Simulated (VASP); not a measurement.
Nb, 1 atom in the cell. Symmetry: I4/mmm, No. 139, tetragonal system. Conventional cell: a = 2.991 Å, b = 2.991 Å, c = 4.357 Å, α = 90.00°, β = 90.00°, γ = 90.00°. Within 3.9 Å of Nb (site symmetry 4/mmm) lie 12 Nb at 2.99 to 3.04 Å.  This cell differs from its parent crystal: zz strain of +3 %.

```yaml
Program: VASP 6.6.1
Task: electric field gradients
Functional: PBEsol
Potentials_or_basis: VASP PAW PBE potentials, release 64 (Nb_sv)
Cutoff: 520 eV
k_mesh: 13 × 13 × 13
Occupations: fermi-dirac, width 0.08 eV
Spin: no spin polarisation
Dipole_correction: no
Further_INCAR_settings: ALGO = Normal; EDIFF = 1e-08; NBANDS = 12
```

Potentials or basis: VASP PAW PBE potentials, release 64 (Nb_sv).

Command:

```console
$ cat potpaw_PBE.64/Nb_sv/POTCAR > POTCAR
$ mpirun -np 1 vasp_std > vasp.out
```

Hardware: 1 thread of Intel(R) Xeon(R) 6975P-C (Granite Rapids), on a shared host.

Problem. Estimate the wall time of this run.

Solution. Run time: 14 s on 1 thread of Intel(R) Xeon(R) 6975P-C (Granite Rapids), on a shared host, peak memory 0.17 GiB. Counts: scf iterations 14, k points 196.
